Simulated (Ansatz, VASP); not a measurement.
K in VASP and in Ansatz

The input INCAR:

```
ALGO = Fast ; EDIFF = 1E-6
ENCUT = 520 ; GGA = PS
ISIF = 2 ; ISMEAR = 0
LASPH = T ; LCHARG = T
LELF = T ; LREAL = F
LVHAR = T ; LWAVE = F
NBANDS = 10 ; NELM = 100
PREC = Accurate ; SIGMA = 0.15
```

Contents of KPOINTS:

```
k-points
0
Gamma
  14 14 14
```

POSCAR

```
K
1.0
   -2.3324902609      2.3324902609      3.2981412289
    2.3324902609     -2.3324902609      3.2981412289
    2.3324902609      2.3324902609     -3.2981412289
K
1
Direct
    0.0000000000      0.0000000000      0.0000000000
```

Input for Ansatz:

```yaml
crystal:
  lattice:
    - [-2.3324902609, 2.3324902609, 3.2981412289]
    - [2.3324902609, -2.3324902609, 3.2981412289]
    - [2.3324902609, 2.3324902609, -3.2981412289]
  atoms:
    - { symbol: K, position: [0.0, 0.0, 0.0] }
basis:
  ecutwfc: 420
kpoints:
  mp_grid: { grid: [14, 14, 14] }
hamiltonian:
  xc: pbesol
scf:
  occupations: { method: gaussian, width: 0.15 }
output:
  forces: true
  stress: true
  eigenvalues: true
```

Alike in both runs: task single point; functional PBEsol; k mesh 14 × 14 × 14; occupations gaussian, width 0.15 eV; no spin polarisation.

```csv
,VASP,Ansatz
version,VASP 6.6.1,Ansatz 0.2.0
potentials or method,"VASP PAW PBE potentials, release 64 (K_sv), cutoff 520 eV","scalar-relativistic, plane waves, PAW"
valence electrons in the cell,9,9
```

|  | VASP | Ansatz | Ansatz less VASP |
| --- | --- | --- | --- |
| gap on the k mesh at the Fermi level (eV) | none | none | - |
| pressure (GPa) | 0.0 | 0.0 | +0.01 |

VASP's potentials were made for PBE, not for PBEsol. A gap of «none» marks a metal or a gap that the smearing closes.
